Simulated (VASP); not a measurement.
# Sb (Pm-3m) in VASP: notebook

Aim: see how the results for Sb move with the level of theory and the settings. Levels: PBE0, r2SCAN0, PBEsol-based global hybrid with 25 % exact exchange. Tasks: single point, relaxation of cell and atoms.

All numbers are computed with VASP 6.6.1; they aren't measurements. Logs are shortened: lines on timing, memory, paths and dates and some standing lists are left out, and cuts for length are marked.

### Step 1. The cell of the first run

It takes space group Pm-3m (No. 221, cubic). The conventional cell has a = 3.117 Å, b = 3.117 Å, c = 3.117 Å, α = 90.00°, β = 90.00°, γ = 90.00°. Sb (site symmetry m-3m) has 6 Sb at 3.12 Å within 4.1 Å.

This isn't the form of Sb at room conditions, which is rhombohedral.

### Step 2. Single point, PBE0

Input file POSCAR:

```
Sb
1.0
    3.1172920620      0.0000000000      0.0000000000
    0.0000000000      3.1172920620      0.0000000000
    0.0000000000      0.0000000000      3.1172920620
Sb
1
Direct
    0.0000000000      0.0000000000      0.0000000000
```

Input file INCAR.step1:

```
SYSTEM = Sb
PREC     = Accurate       ! precision mode
ENCUT    = 400            ! plane-wave cutoff, eV
EDIFF    = 1E-5           ! SCF threshold, eV
ISMEAR   = -1             ! smearing method
SIGMA    = 0.05           ! smearing width, eV
LREAL    = .FALSE.        ! projectors in reciprocal space
LASPH    = .TRUE.         ! aspherical terms in the spheres
NELM     = 120            ! most SCF steps
ALGO     = Normal         ! electronic algorithm
ISIF     = 2              ! what is computed and relaxed
LWAVE    = .TRUE.         ! write WAVECAR
LCHARG   = .FALSE.        ! write CHGCAR
NBANDS   = 14             ! bands
GGA      = PE             ! functional
GGA_COMPAT= .FALSE.
```

Input file INCAR.step2:

```
SYSTEM = Sb
PREC     = Accurate       ! precision mode
ENCUT    = 400            ! plane-wave cutoff, eV
EDIFF    = 1E-6           ! SCF threshold, eV
ISMEAR   = -1             ! smearing method
SIGMA    = 0.05           ! smearing width, eV
LREAL    = .FALSE.        ! projectors in reciprocal space
LASPH    = .TRUE.         ! aspherical terms in the spheres
NELM     = 120            ! most SCF steps
ALGO     = Normal         ! electronic algorithm
ISIF     = 2              ! what is computed and relaxed
LWAVE    = .FALSE.        ! write WAVECAR
LCHARG   = .FALSE.        ! write CHGCAR
GGA      = PE             ! functional
LHFCALC  = .TRUE.         ! exact exchange
AEXX     = 0.25           ! exact-exchange fraction
PRECFOCK = Normal       
NBANDS   = 14             ! bands
ISTART   = 1            
GGA_COMPAT= .FALSE.
```

Input file KPOINTS:

```
Automatic mesh
0
G
  6 6 6
  0 0 0
```

Potentials or basis: VASP PAW PBE potentials, release 64 (Sb_d_GW).

Run with:

```
cat potpaw_PBE.64/Sb_d_GW/POTCAR > POTCAR
cp INCAR.step1 INCAR
mpirun -np 1 vasp_std > vasp.out
cp INCAR.step2 INCAR
mpirun -np 1 vasp_std > vasp.out
```

OUTCAR:

```text
SYSTEM = Sb
   PREC = Accurate
   ENCUT = 400
   EDIFF = 1E-6
   ISMEAR = -1
   LREAL = .FALSE.
   LASPH = .TRUE.
   NELM = 120
   ISIF = 2
   GGA = PE
   LHFCALC = .TRUE.
   AEXX = 0.25
   PRECFOCK = Normal
   ISTART = 1

 ion  position               nearest neighbor table
   1  0.000  0.000  0.000-

  LATTYP: Found a simple cubic cell.
 ALAT       =     3.1172920620

  Lattice vectors:

 A1 = (   3.1172920620,   0.0000000000,   0.0000000000)
 A2 = (   0.0000000000,   3.1172920620,   0.0000000000)
 A3 = (   0.0000000000,   0.0000000000,   3.1172920620)

Analysis of symmetry for initial positions (statically):
=====================================================================
 Subroutine PRICEL returns:
 Original cell was already a primitive cell.

 Routine SETGRP: Setting up the symmetry group for a
 simple cubic supercell.

 Subroutine GETGRP returns: Found 48 space group operations
 (whereof 48 operations were pure point group operations)
 out of a pool of 48 trial point group operations.

The static configuration has the point symmetry O_h .

Analysis of symmetry for dynamics (positions and initial velocities):
=====================================================================
 Subroutine PRICEL returns:
 Original cell was already a primitive cell.

 Routine SETGRP: Setting up the symmetry group for a
 simple cubic supercell.

 Subroutine GETGRP returns: Found 48 space group operations
 (whereof 48 operations were pure point group operations)
 out of a pool of 48 trial point group operations.

The dynamic configuration has the point symmetry O_h .

 Subroutine INISYM returns: Found 48 space group operations
 (whereof 48 operations are pure point group operations),
 and found     1 'primitive' translations

----------------------------------------------------------------------------------------

                                     Primitive cell

  volume of cell :      30.2923

  direct lattice vectors                    reciprocal lattice vectors
     3.117292062  0.000000000  0.000000000     0.320791244  0.000000000  0.000000000
     0.000000000  3.117292062  0.000000000     0.000000000  0.320791244  0.000000000
     0.000000000  0.000000000  3.117292062     0.000000000  0.000000000  0.320791244

  length of vectors
     3.117292062  3.117292062  3.117292062     0.320791244  0.320791244  0.320791244

  position of ions in fractional coordinates (direct lattice)
     0.000000000  0.000000000  0.000000000

  ion indices of the primitive-cell ions
   primitive index   ion index
                 1           1

----------------------------------------------------------------------------------------

 KPOINTS: Automatic mesh

Automatic generation of k-mesh.
 Grid dimensions read from file:
 generate k-points for:    6    6    6

 Generating k-lattice:

  Cartesian coordinates                     Fractional coordinates (reciprocal lattice)
     0.053465207  0.000000000  0.000000000     0.166666667  0.000000000  0.000000000
     0.000000000  0.053465207  0.000000000     0.000000000  0.166666667  0.000000000
     0.000000000  0.000000000  0.053465207     0.000000000  0.000000000  0.166666667

  Length of vectors
     0.053465207  0.053465207  0.053465207

  Shift w.r.t. Gamma in fractional coordinates (k-lattice)
     0.000000000  0.000000000  0.000000000

 Subroutine IBZKPT returns following result:
 ===========================================

 Found     20 irreducible k-points:

 Following reciprocal coordinates:
            Coordinates               Weight
  0.000000  0.000000  0.000000      1.000000
  0.166667  0.000000  0.000000      6.000000
  0.333333  0.000000  0.000000      6.000000
  0.500000  0.000000  0.000000      3.000000
  0.166667  0.166667  0.000000     12.000000
  0.333333  0.166667  0.000000     24.000000
[... 12 lines left out ...]
  0.500000  0.500000  0.333333      6.000000
  0.500000  0.500000  0.500000      1.000000
   k-points           NKPTS =     20   k-points in BZ     NKDIM =    216   number of bands    NBANDS=     14
   number of dos      NEDOS =    301   number of ions     NIONS =      1
   total plane-waves  NPLWV =   8000
   dimension x,y,z NGX =    20 NGY =   20 NGZ =   20
   dimension x,y,z NGXF=    40 NGYF=   40 NGZF=   40
   ions per type =               1
   NGX,Y,Z   is equivalent  to a cutoff of  10.67, 10.67, 10.67 a.u.
   NGXF,Y,Z  is equivalent  to a cutoff of  21.33, 21.33, 21.33 a.u.
 SYSTEM =  Sb
   PREC   = accura    normal or accurate (medium, high low for compatibility)
   ISTART =      1    job   : 0-new  1-cont  2-samecut
   ICHARG =      0    charge: 1-file 2-atom 10-const
   ISPIN  =      1    spin polarized calculation?
   LNONCOLLINEAR =      F non collinear calculations
   LSORBIT =      F    spin-orbit coupling
   LASPH  =      T    aspherical Exc in radial PAW
   ENCUT  =  400.0 eV  29.40 Ry    5.42 a.u.   5.08  5.08  5.08*2*pi/ulx,y,z
   NELM   =    120;   NELMIN=  2; NELMDL=  0     # of ELM steps
   EDIFF  = 0.1E-05   stopping-criterion for ELM
   LREAL  =      F    real-space projection
   EDIFFG = 0.1E-04   stopping-criterion for IOM
   NSW    =      0    number of steps for IOM
   IBRION =     -1    ionic relax: 0-MD 1-quasi-New 2-CG
   NFREE  =      0    steps in history (QN), initial steepest desc. (CG)
   ISIF   =      2    stress and relaxation
   ISYM   =      3    0-nonsym 1-usesym 2-fastsym
   POTIM  = 0.5000    time-step for ionic-motion
   TEBEG  =    0.0;   TEEND  =   0.0 temperature during run
   PSTRESS=    0.0 pullay stress
   NELECT =      15.0000    total number of electrons
   NUPDOWN=      -1.0000    fix difference up-down
   EMIN   =  10.00;   EMAX   =-10.00  energy-range for DOS
   EFERMI =   0.00;   METHOD = LEGACY
   ISMEAR =    -1;   SIGMA  =   0.05  broadening in eV -4-tet -1-fermi 0-gaus
   EFERMI_NEDOS =   21; number of points for ismear=-14 and -15
   IALGO  =     38    algorithm
   IMIX   =      1    mixing-type and parameters
     AMIX     =   0.40;   BMIX     =  1.00
     AMIX_MAG =   1.60;   BMIX_MAG =  1.00
  volume/ion in A,a.u.               =      30.29       204.42
  Fermi-wavevector in a.u.,A,eV,Ry     =   1.295173  2.447522 22.823404  1.677473
  Thomas-Fermi vector in A             =   2.426709
   LORBIT       =      0    0 simple, 1 ext, 2 COOP (PROOUT), +10 PAW based schemes
   GGA     = PE    functional components
   LHFCALC =     T    Hartree Fock is set to
   PRECFOCK=normal    Normal, Fast or Accurate (Low or Medium for compatibility)
   ENCUT4O =  -1.0   cutoff for four orbital integrals eV
   NKREDX  =     1    reduce k-point grid by
   NKREDY  =     1    reduce k-point grid by
   NKREDZ  =     1    reduce k-point grid by
   AEXX    =    0.2500 exact exchange contribution
   HFSCREEN=    0.0000 screening length (either q_TF or 0.3 A-1)
   HFSCREENC=   0.0000 screening length for correlation (either q_TF or 0.3 A-1)
   ENCUTFOCK=  -1.0 apply spherical cutoff to Coloumb kernel
   IVDW    =     0    specifies the selected vdW correction
   LEPSILON=     F    determine dielectric tensor
   LRPA    =     F    only Hartree local field effects (RPA)
 non-spin polarized calculation
  energy-cutoff  :      400.00
  volume of cell :       30.29
 maximum number of plane-waves:       560
  NGX = 16; NGY = 16; NGZ = 16

 number of electron      15.0000028 magnetization

 Free energy of the ion-electron system (eV)
  ---------------------------------------------------
  ext. energy  EPLUGINS =         0.00000000
  ---------------------------------------------------
  free energy    TOTEN  =        -5.41511825 eV

  energy without entropy =       -5.41495470  energy(sigma->0) =       -5.41503647

 E-fermi :   5.2474     XC(G=0):  -7.8576

 val. band max:        4.9296484137   @ k =   0.5000   0.3333   0.3333
 cond. band min:       5.5593205241   @ k =   0.1667   0.1667   0.0000
 fundamental gap:      0.6296721103
 Fermi energy:         5.2473940990

 k-point     1 :       0.0000    0.0000    0.0000
  band No.  band energies     occupation
      1     -27.1716      2.00000
      2     -27.1716      2.00000
      3     -26.9867      2.00000
      4     -26.9867      2.00000
      5     -26.9867      2.00000
      6      -9.2265      2.00000
      7       9.0430      0.00000
      8       9.0430      0.00000
      9       9.0430      0.00000
     10      12.9447      0.00000
     11      12.9447      0.00000
     12      14.0573      0.00000
     13      25.1138      0.00000
     14      25.1138      0.00000

 k-point     2 :       0.1667    0.0000    0.0000
  band No.  band energies     occupation
      1     -27.1702      2.00000
      2     -27.1329      2.00000
      3     -26.9989      2.00000
      4     -26.9989      2.00000
      5     -26.9863      2.00000
      6      -8.7874      2.00000
      7       4.8677      1.99899
      8       9.4872      0.00000
      9       9.4872      0.00000
     10      13.3229      0.00000
     11      14.0298      0.00000
     12      17.5364      0.00000
     13      22.5262      0.00000
     14      22.7946      0.00000

 k-point     3 :       0.3333    0.0000    0.0000
  band No.  band energies     occupation
      1     -27.1669      2.00000
      2     -27.0538      2.00000
      3     -27.0224      2.00000
      4     -27.0224      2.00000
      5     -26.9846      2.00000
      6      -7.5664      2.00000
      7       0.4404      2.00000
      8      10.5189      0.00000
      9      10.5189      0.00000
     10      14.3689      0.00000
     11      15.1489      0.00000
     12      19.3524      0.00000
     13      19.5800      0.00000
     14      19.5800      0.00000

 k-point     4 :       0.5000    0.0000    0.0000
  band No.  band energies     occupation
      1     -27.1651      2.00000
      2     -27.0341      2.00000
      3     -27.0341      2.00000
      4     -27.0142      2.00000
      5     -26.9837      2.00000
      6      -6.5134      2.00000
      7      -1.7329      2.00000
      8      11.2151      0.00000
      9      11.2151      0.00000
     10      15.4602      0.00000
     11      16.5285      0.00000
     12      17.5211      0.00000
     13      17.7879      0.00000
     14      18.1228      0.00000

 k-point     5 :       0.1667    0.1667    0.0000
  band No.  band energies     occupation
      1     -27.1503      2.00000
      2     -27.1120      2.00000
      3     -27.0115      2.00000
      4     -26.9981      2.00000
      5     -26.9977      2.00000
      6      -8.3487      2.00000
      7       5.5593      0.00390
      8       5.9779      0.00000
      9       9.9061      0.00000
     10      14.0243      0.00000
     11      17.2797      0.00000
[... 208 lines left out ...]
 k-point    18 :       0.5000    0.3333    0.3333
  band No.  band energies     occupation
      1     -27.0733      2.00000
      2     -27.0725      2.00000
      3     -27.0581      2.00000
      4     -26.9831      2.00000
      5     -26.9423      2.00000
      6      -3.0754      2.00000
      7       1.2123      2.00000
      8       3.8846      2.00000
      9       4.9296      1.99653
     10      10.4800      0.00000
     11      11.4113      0.00000
     12      13.7053      0.00000
     13      16.7512      0.00000
     14      26.6365      0.00000

 k-point    19 :       0.5000    0.5000    0.3333
  band No.  band energies     occupation
      1     -27.0868      2.00000
      2     -27.0713      2.00000
      3     -27.0713      2.00000
      4     -26.9620      2.00000
      5     -26.9203      2.00000
      6      -1.8433      2.00000
      7       1.9546      2.00000
      8       1.9546      2.00000
      9       5.7229      0.00015
     10       9.3257      0.00000
     11      12.1051      0.00000
     12      12.1051      0.00000
     13      14.8436      0.00000
     14      28.8391      0.00000

 k-point    20 :       0.5000    0.5000    0.5000
  band No.  band energies     occupation
      1     -27.0852      2.00000
      2     -27.0852      2.00000
      3     -27.0852      2.00000
      4     -26.9195      2.00000
      5     -26.9195      2.00000
      6      -0.3818      2.00000
      7       2.6891      2.00000
      8       2.6891      2.00000
      9       2.6891      2.00000
     10      10.5892      0.00000
     11      10.5892      0.00000
     12      10.5892      0.00000
     13      12.7585      0.00000
     14      30.9460      0.00000

------------------------ aborting loop because EDIFF is reached ----------------------------------------

  FORCE on cell =-STRESS in cart. coord.  units (eV):
  Direction    XX          YY          ZZ          XY          YZ          ZX
  --------------------------------------------------------------------------------------
  -------------------------------------------------------------------------------------
  Total       -0.2658829     -0.2658829     -0.2658829      0.0000000      0.0000000      0.0000000
  in kB      -14.0626960    -14.0626960    -14.0626960      0.0000000      0.0000000      0.0000000
  external PRESSURE =     -14.0626960 kB  Pullay stress =       0.0000000 kB

 VOLUME and BASIS-vectors are now :
 -----------------------------------------------------------------------------
  energy-cutoff  :      400.00
  volume of cell :       30.29
      direct lattice vectors                 reciprocal lattice vectors
     3.117292062  0.000000000  0.000000000     0.320791244  0.000000000  0.000000000
     0.000000000  3.117292062  0.000000000     0.000000000  0.320791244  0.000000000
     0.000000000  0.000000000  3.117292062     0.000000000  0.000000000  0.320791244

 POSITION                                       TOTAL-FORCE (eV/Angst)
 -----------------------------------------------------------------------------------
      0.00000      0.00000      0.00000         0.000000      0.000000      0.000000
 -----------------------------------------------------------------------------------
    total drift:                               -0.000000     -0.000000     -0.000000

  FREE ENERGIE OF THE ION-ELECTRON SYSTEM (eV)
  ---------------------------------------------------
  free  energy   TOTEN  =        -5.4151182497 eV

  energy  without entropy=       -5.4149546973  energy(sigma->0) =       -5.41503647
```

It took 6.6 min on 1 thread of AMD EPYC 9R45 (Zen 5), shared host; peak memory 0.11 GiB.

Results:

- Free energy: -5.4151 eV
- Pressure: -1.4 GPa
- Band gap on the k mesh: zero (an odd number of electrons rules out a gap without spin polarisation)

Caveat: the PAW data sets were made with another functional, which shifts forces and pressure a little; spin-orbit coupling is left out, which moves the levels of the heavy elements; an odd number of electrons without spin polarisation forces a metal; a magnetic or distorted state may lie lower.

(Continued in part 2 of 2.)

The gap in the log of VASP goes by the Fermi energy; the results here count the filled bands.